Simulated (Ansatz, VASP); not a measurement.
**One calculation of P, two programs**

File INCAR:

```
SYSTEM = P
ALGO = Normal
EDIFF = 1E-7
ENCUT = 520
GGA = PE
ISIF = 2
ISMEAR = 0
LASPH = .TRUE.
LCHARG = .TRUE.
LELF = .TRUE.
LREAL = .FALSE.
LVHAR = .TRUE.
LWAVE = .FALSE.
NBANDS = 24
NELM = 80
PREC = Accurate
SIGMA = 0.1
```

The input KPOINTS:

```
k-points
0
G
  4 4 6
  0 0 0
```

File POSCAR:

```
P
1.0
    2.3005475900     -4.9065908100      0.0000000000
    2.3005475900      4.9065908100      0.0000000000
    0.0000000000      0.0000000000      3.2698254600
P
6
Direct
    0.1019200500      0.3216338200      0.5000000000
    0.8980799500      0.6783661800      0.5000000000
    0.3216338200      0.1019200500      0.5000000000
    0.6783661800      0.8980799500      0.5000000000
    0.0000000000      0.5000000000      0.0000000000
    0.5000000000      0.0000000000      0.0000000000
```

Input for Ansatz:

```yaml
crystal:
  lattice:
    - [2.30054759, -4.90659081, 0.0]
    - [2.30054759, 4.90659081, 0.0]
    - [0.0, 0.0, 3.26982546]
  atoms:
    - { symbol: P, position: [0.10192005, 0.32163382, 0.5] }
    - { symbol: P, position: [0.89807995, 0.67836618, 0.5] }
    - { symbol: P, position: [0.32163382, 0.10192005, 0.5] }
    - { symbol: P, position: [0.67836618, 0.89807995, 0.5] }
    - { symbol: P, position: [0.0, 0.5, 0.0] }
    - { symbol: P, position: [0.5, 0.0, 0.0] }
basis:
  ecutwfc: 420
kpoints:
  mp_grid: { grid: [4, 4, 6] }
hamiltonian:
  xc: pbe
scf:
  occupations: { method: gaussian, width: 0.1 }
  lower_state_search: "off"
output:
  forces: true
  stress: true
  eigenvalues: true
```

Alike in both runs: task single point; functional PBE; k mesh 4 × 4 × 6; occupations gaussian, width 0.1 eV; no spin polarisation.

|  | VASP | Ansatz |
| --- | --- | --- |
| version | VASP 6.6.1 | Ansatz 0.2.0 |
| potentials or method | VASP PAW PBE potentials, release 64 (P), cutoff 520 eV | scalar-relativistic, plane waves, PAW |
| valence electrons in the cell | 30 | 30 |

|  | VASP | Ansatz | Ansatz less VASP |
| --- | --- | --- | --- |
| gap on the k mesh at the Fermi level (eV) | none | none | - |
| rms of the force components (eV/Å) | 2.469 | 2.520 | +0.0503 |

Atom by atom the forces differ by 0.051 eV/Å (rms over components). A gap of «none» marks a metal or a gap that the smearing closes. With one functional, cell and mesh, what is left measures potentials, basis and numerics.

The k mesh is coarse, so the values compare programs but aren't converged.
